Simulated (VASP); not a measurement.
# TePb (P6_3/mmc) in VASP: notebook

TePb is run at these levels: r2SCAN, PBE; tasks: single point.

Everything below comes from runs of VASP 6.6.1. Logs are shortened: lines on timing, memory, paths and dates and some standing lists are left out, and cuts for length are marked.

**1. The cell of the first run**

It takes space group P6_3/mmc (No. 194, hexagonal). Conventional cell: a = 4.589 Å, b = 4.589 Å, c = 8.004 Å, α = 90.00°, β = 90.00°, γ = 120.00°. Pb (site symmetry -3m) has 6 Te at 3.32 Å and 2 Pb at 4.00 Å within 4.4 Å. Within 4.4 Å of Te (site symmetry -6m2) lie 6 Pb at 3.32 Å.

**2. Single point, r2SCAN (volume changed by +3%)**

File POSCAR:

```
TePb
1.0
    4.5889440698      0.0000000000      0.0000000000
   -2.2944720349      3.9741421410      0.0000000000
    0.0000000000      0.0000000000      8.0042416573
Pb Te
2 2
Direct
    0.0000000000      0.0000000000      0.0000000000
    0.0000000000      0.0000000000      0.5000000000
    0.3333333333      0.6666666667      0.2500000000
    0.6666666667      0.3333333333      0.7500000000
```

File INCAR.step1:

```
PREC = Accurate
ENCUT = 520
ISMEAR = -1
SIGMA = 0.02
LREAL = False
LASPH = True
NELM = 80
NBANDS = 28
GGA = PE
ALGO = Normal
EDIFF = 1E-4
LWAVE = True
LCHARG = False
```

File INCAR.step2:

```
PREC = Accurate
ENCUT = 520
EDIFF = 1E-7
ISMEAR = -1
SIGMA = 0.02
LREAL = False
LASPH = True
NELM = 80
ALGO = Normal
ISIF = 2
LWAVE = False
LCHARG = False
METAGGA = R2SCAN
LMIXTAU = True
NBANDS = 28
ISTART = 1
```

File KPOINTS:

```
regular mesh
0
Gamma
  6 6 4
```

Potentials or basis: VASP PAW PBE potentials, release 64 (Pb_d, Te).

The run is started by

```
cat potpaw_PBE.64/Pb_d/POTCAR potpaw_PBE.64/Te/POTCAR > POTCAR
cp INCAR.step1 INCAR
mpirun -np 1 vasp_std > vasp.out
cp INCAR.step2 INCAR
mpirun -np 1 vasp_std > vasp.out
```

OUTCAR:

```text
PREC = Accurate
   ENCUT = 520
   EDIFF = 1E-7
   ISMEAR = -1
   LREAL = False
   LASPH = True
   NELM = 80
   ISIF = 2
   METAGGA = R2SCAN
   ISTART = 1

 ion  position               nearest neighbor table
   1  0.000  0.000  0.000-   3 3.32   4 3.32   4 3.32   3 3.32   4 3.32   3 3.32   2 4.00   2 4.00

   2  0.000  0.000  0.500-   3 3.32   4 3.32   4 3.32   3 3.32   4 3.32   3 3.32   1 4.00   1 4.00

   3  0.333  0.667  0.250-   1 3.32   2 3.32   1 3.32   2 3.32   1 3.32   2 3.32
   4  0.667  0.333  0.750-   1 3.32   2 3.32   1 3.32   2 3.32   1 3.32   2 3.32

  LATTYP: Found a hexagonal cell.
 ALAT       =     4.5889440698
 C/A-ratio  =     1.7442447621

  Lattice vectors:

 A1 = (   4.5889440698,   0.0000000000,   0.0000000000)
 A2 = (  -2.2944720349,   3.9741421410,   0.0000000000)
 A3 = (   0.0000000000,   0.0000000000,   8.0042416573)

Analysis of symmetry for initial positions (statically):
=====================================================================
 Subroutine PRICEL returns:
 Original cell was already a primitive cell.

 Routine SETGRP: Setting up the symmetry group for a
 hexagonal supercell.

 Subroutine GETGRP returns: Found 24 space group operations
 (whereof 12 operations were pure point group operations)
 out of a pool of 24 trial point group operations.

The static configuration has the point symmetry D_3d.
 The point group associated with its full space group is D_6h.

Analysis of symmetry for dynamics (positions and initial velocities):
=====================================================================
 Subroutine PRICEL returns:
 Original cell was already a primitive cell.

 Routine SETGRP: Setting up the symmetry group for a
 hexagonal supercell.

 Subroutine GETGRP returns: Found 24 space group operations
 (whereof 12 operations were pure point group operations)
 out of a pool of 24 trial point group operations.

The dynamic configuration has the point symmetry D_3d.
 The point group associated with its full space group is D_6h.

 Subroutine INISYM returns: Found 24 space group operations
 (whereof 12 operations are pure point group operations),
 and found     1 'primitive' translations

----------------------------------------------------------------------------------------

                                     Primitive cell

[... 86 lines left out ...]
   LSORBIT =      F    spin-orbit coupling
   LASPH  =      T    aspherical Exc in radial PAW
   ENCUT  =  520.0 eV  38.22 Ry    6.18 a.u.   8.53  8.53 14.88*2*pi/ulx,y,z
   NELM   =     80;   NELMIN=  2; NELMDL=  0     # of ELM steps
   EDIFF  = 0.1E-06   stopping-criterion for ELM
   LREAL  =      F    real-space projection
   EDIFFG = 0.1E-05   stopping-criterion for IOM
   NSW    =      0    number of steps for IOM
   IBRION =     -1    ionic relax: 0-MD 1-quasi-New 2-CG
   NFREE  =      0    steps in history (QN), initial steepest desc. (CG)
   ISIF   =      2    stress and relaxation
   ISYM   =      2    0-nonsym 1-usesym 2-fastsym
   POTIM  = 0.5000    time-step for ionic-motion
   TEBEG  =    0.0;   TEEND  =   0.0 temperature during run
   PSTRESS=    0.0 pullay stress
   NELECT =      40.0000    total number of electrons
   NUPDOWN=      -1.0000    fix difference up-down
   EMIN   =  10.00;   EMAX   =-10.00  energy-range for DOS
   EFERMI =   0.00;   METHOD = LEGACY
   ISMEAR =    -1;   SIGMA  =   0.02  broadening in eV -4-tet -1-fermi 0-gaus
   EFERMI_NEDOS =   21; number of points for ismear=-14 and -15
   IALGO  =     38    algorithm
   IMIX   =      4    mixing-type and parameters
     AMIX     =   0.40;   BMIX     =  1.00
     AMIX_MAG =   1.60;   BMIX_MAG =  1.00
  volume/ion in A,a.u.               =      36.49       246.27
  Fermi-wavevector in a.u.,A,eV,Ry     =   1.063333  2.009408 15.383801  1.130678
  Thomas-Fermi vector in A             =   2.198814
   LORBIT       =      0    0 simple, 1 ext, 2 COOP (PROOUT), +10 PAW based schemes
   METAGGA = R2SCAN    functional components
   LHFCALC =     F    Hartree Fock is set to
   AEXX    =    0.0000 exact exchange contribution
   IVDW    =     0    specifies the selected vdW correction
   LEPSILON=     F    determine dielectric tensor
   LRPA    =     F    only Hartree local field effects (RPA)
 non-spin polarized calculation
  energy-cutoff  :      520.00
  volume of cell :      145.97
 maximum number of plane-waves:      3966
 NGX is ok and might be reduce to    36
   NGX = 17   NGY = 17   NGZ = 29

 number of electron      40.0000008 magnetization

 Free energy of the ion-electron system (eV)
  ---------------------------------------------------
  ext. energy  EPLUGINS =         0.00000000
  ---------------------------------------------------
  free energy    TOTEN  =      -165.23524774 eV

  energy without entropy =     -165.23524758  energy(sigma->0) =     -165.23524766

 E-fermi :   5.3077     XC(G=0):  -9.4247

 val. band max:        5.0807454752   @ k =   0.3333   0.3333   0.0000
 cond. band min:       5.5228798416   @ k =   0.0000   0.0000   0.0000
 fundamental gap:      0.4421343664
 Fermi energy:         5.3077305116

 k-point     1 :       0.0000    0.0000    0.0000
  band No.  band energies     occupation
      1     -12.7827      2.00000
      2     -12.7671      2.00000
      3     -12.7670      2.00000
      4     -12.7543      2.00000
      5     -12.7543      2.00000
      6     -12.7467      2.00000
[... 640 lines left out ...]
     27      11.6503      0.00000
     28      11.6503      0.00000

------------------------ aborting loop because EDIFF is reached ----------------------------------------

  FORCE on cell =-STRESS in cart. coord.  units (eV):
  Direction    XX          YY          ZZ          XY          YZ          ZX
  --------------------------------------------------------------------------------------
  -------------------------------------------------------------------------------------
  Total       -1.0019150     -1.0019150     -1.1984081      0.0000000     -0.0000000      0.0000000
  in kB      -10.9967694    -10.9967694    -13.1534289      0.0000000     -0.0000000      0.0000000
  external PRESSURE =     -11.7156559 kB  Pullay stress =       0.0000000 kB

 VOLUME and BASIS-vectors are now :
 -----------------------------------------------------------------------------
  energy-cutoff  :      520.00
  volume of cell :      145.97
      direct lattice vectors                 reciprocal lattice vectors
     4.588944070  0.000000000  0.000000000     0.217915055  0.125813316  0.000000000
    -2.294472035  3.974142141  0.000000000     0.000000000  0.251626631  0.000000000
     0.000000000  0.000000000  8.004241657     0.000000000  0.000000000  0.124933759

 POSITION                                       TOTAL-FORCE (eV/Angst)
 -----------------------------------------------------------------------------------
      0.00000      0.00000      0.00000         0.000000      0.000000      0.000000
      0.00000      0.00000      4.00212         0.000000      0.000000      0.000000
     -0.00000      2.64943      2.00106         0.000000     -0.000000      0.000000
      2.29447      1.32471      6.00318        -0.000000      0.000000     -0.000000
 -----------------------------------------------------------------------------------
    total drift:                               -0.000000      0.000000     -0.000000

  FREE ENERGIE OF THE ION-ELECTRON SYSTEM (eV)
  ---------------------------------------------------
  free  energy   TOTEN  =      -165.2352477358 eV

  energy  without entropy=     -165.2352475753  energy(sigma->0) =     -165.23524766
```

It took 2.7 min on 1 thread of Intel Xeon 6975P-C (Granite Rapids), shared host; peak memory 0.33 GiB.

What came out:

| Item | Value |
| --- | --- |
| Free energy | -165.2352 eV |
| Pressure | -1.2 GPa |
| Band gap on the k mesh | 0.44 eV, indirect (least direct gap 0.56 eV) |

Levels at points of the mesh, in eV from the valence-band top:
```tsv
k point	band 16	band 17	band 18	band 19	band 20	band 21	band 22	band 23	band 24	band 25
(0.00, 0.00, 0.00)	-1.65	-1.65	-1.12	-1.12	-0.12	0.44	2.18	2.18	2.56	2.56
(0.50, 0.00, 0.00)	-3.86	-2.87	-1.27	-1.26	-1.02	0.51	1.11	2.15	3.87	4.50
(0.00, 0.00, 0.50)	-1.39	-1.39	-1.39	-1.38	-1.38	2.28	2.28	2.28	2.28	2.35
(0.50, 0.00, 0.50)	-3.11	-2.53	-2.53	-2.29	-2.29	2.24	2.24	2.96	2.96	3.00
```

Caveat: the PAW data sets were made with another functional, which shifts forces and pressure a little; spin-orbit coupling is left out, which moves the levels of the heavy elements. A k mesh can miss the band edges.

**3. Single point, r2SCAN (volume changed by +6%)**

File POSCAR:

```
TePb
1.0
    4.6330712390      0.0000000000      0.0000000000
   -2.3165356195      4.0123573905      0.0000000000
    0.0000000000      0.0000000000      8.0812102411
Pb Te
2 2
Direct
    0.0000000000      0.0000000000      0.0000000000
    0.0000000000      0.0000000000      0.5000000000
    0.3333333333      0.6666666667      0.2500000000
    0.6666666667      0.3333333333      0.7500000000
```

Changes to INCAR.step1 since step 2:

```diff
@@ -6,3 +6,3 @@
 LASPH = True
-NELM = 80
+NELM = 100
 NBANDS = 28
```

File INCAR.step2:

```
PREC = Accurate
ENCUT = 520
EDIFF = 1E-6
ISMEAR = -1
SIGMA = 0.02
LREAL = False
LASPH = True
NELM = 100
ALGO = Normal
ISIF = 2
LWAVE = False
LCHARG = True
METAGGA = R2SCAN
LMIXTAU = True
LELF = True
LVHAR = True
NBANDS = 28
ISTART = 1
```

File KPOINTS:

```
Automatic mesh
0
Gamma
  6 6 4
```

Potentials or basis: VASP PAW PBE potentials, release 64 (Pb_d, Te).

The run is started by

```
cat potpaw_PBE.64/Pb_d/POTCAR potpaw_PBE.64/Te/POTCAR > POTCAR
cp INCAR.step1 INCAR
mpirun -np 1 vasp_std > vasp.out
cp INCAR.step2 INCAR
mpirun -np 1 vasp_std > vasp.out
```

OUTCAR:

```text
PREC = Accurate
   ENCUT = 520
   EDIFF = 1E-6
   ISMEAR = -1
   LREAL = False
   LASPH = True
   NELM = 100
   ISIF = 2
   METAGGA = R2SCAN
   ISTART = 1

 ion  position               nearest neighbor table
   1  0.000  0.000  0.000-   3 3.35   4 3.35   3 3.35   4 3.35   4 3.35   3 3.35   2 4.04   2 4.04

   2  0.000  0.000  0.500-   3 3.35   4 3.35   3 3.35   4 3.35   4 3.35   3 3.35   1 4.04   1 4.04

   3  0.333  0.667  0.250-   1 3.35   2 3.35   1 3.35   2 3.35   1 3.35   2 3.35
[... 849 lines left out ...]
  Direction    XX          YY          ZZ          XY          YZ          ZX
  --------------------------------------------------------------------------------------
  -------------------------------------------------------------------------------------
  Total       -1.8872551     -1.8872551     -2.2688918      0.0000000     -0.0000000      0.0000000
  in kB      -20.1277950    -20.1277950    -24.1979945      0.0000000     -0.0000000      0.0000000
  external PRESSURE =     -21.4845282 kB  Pullay stress =       0.0000000 kB

 VOLUME and BASIS-vectors are now :
 -----------------------------------------------------------------------------
  energy-cutoff  :      520.00
  volume of cell :      150.23
      direct lattice vectors                 reciprocal lattice vectors
     4.633071239  0.000000000  0.000000000     0.215839548  0.124615021  0.000000000
    -2.316535620  4.012357391  0.000000000     0.000000000  0.249230042  0.000000000
     0.000000000  0.000000000  8.081210241     0.000000000  0.000000000  0.123743842

 POSITION                                       TOTAL-FORCE (eV/Angst)
 -----------------------------------------------------------------------------------
      0.00000      0.00000      0.00000         0.000000      0.000000     -0.000000
      0.00000      0.00000      4.04061         0.000000      0.000000     -0.000000
     -0.00000      2.67490      2.02030        -0.000000      0.000000      0.000000
      2.31654      1.33745      6.06091         0.000000      0.000000     -0.000000
 -----------------------------------------------------------------------------------
    total drift:                               -0.000000      0.000000     -0.000000

  FREE ENERGIE OF THE ION-ELECTRON SYSTEM (eV)
  ---------------------------------------------------
  free  energy   TOTEN  =      -165.1918701941 eV

  energy  without entropy=     -165.1918701495  energy(sigma->0) =     -165.19187017
```

OSZICAR.step1:

```text
N       E                     dE             d eps       ncg     rms          rms(c)
DAV:   1     0.373684484514E+03    0.37368E+03   -0.17589E+04  1176   0.137E+03
DAV:   2     0.217727129286E+02   -0.35191E+03   -0.34262E+03  1192   0.360E+02
DAV:   3    -0.137011508291E+02   -0.35474E+02   -0.34980E+02  1564   0.134E+02
DAV:   4    -0.151685883419E+02   -0.14674E+01   -0.14644E+01  1420   0.306E+01
DAV:   5    -0.152348517731E+02   -0.66263E-01   -0.66260E-01  1528   0.625E+00    0.390E+00
DAV:   6    -0.148803252052E+02    0.35453E+00   -0.79414E-01  1536   0.483E+00    0.242E+00
DAV:   7    -0.148744288855E+02    0.58963E-02   -0.23660E-01  1464   0.180E+00    0.111E+00
DAV:   8    -0.148773870486E+02   -0.29582E-02   -0.24872E-02  1256   0.122E+00    0.354E-01
DAV:   9    -0.148779120652E+02   -0.52502E-03   -0.38458E-03  1464   0.429E-01    0.761E-02
DAV:  10    -0.148778398113E+02    0.72254E-04   -0.67127E-04  1112   0.175E-01
   1 F= -.14877840E+02 E0= -.14877817E+02  d E =-.457596E-04
```

Run time: 1.7 min. Hardware: 1 thread of Intel Xeon 6975P-C (Granite Rapids), shared host; peak memory 0.33 GiB.

What came out:

| Item | Value |
| --- | --- |
| Free energy | -165.1919 eV |
| Pressure | -2.1 GPa |
| Band gap on the k mesh | 0.50 eV, indirect (least direct gap 0.63 eV) |

Levels at points of the mesh, in eV from the valence-band top:
| k point | band 18 | band 19 | band 20 | band 21 | band 22 | band 23 |
| --- | --- | --- | --- | --- | --- | --- |
| (0.00, 0.00, 0.00) | -1.02 | -1.02 | -0.14 | 0.50 | 2.22 | 2.22 |
| (0.50, 0.00, 0.00) | -1.17 | -1.16 | -0.95 | 0.58 | 1.19 | 2.19 |
| (0.00, 0.00, 0.50) | -1.28 | -1.28 | -1.28 | 2.33 | 2.33 | 2.33 |
| (0.50, 0.00, 0.50) | -2.38 | -2.13 | -2.13 | 2.32 | 2.32 | 2.97 |

Caveat: the PAW data sets were made with another functional, which shifts forces and pressure a little; spin-orbit coupling is left out, which moves the levels of the heavy elements. A k mesh can miss the band edges.

[end of part 1 of 2]
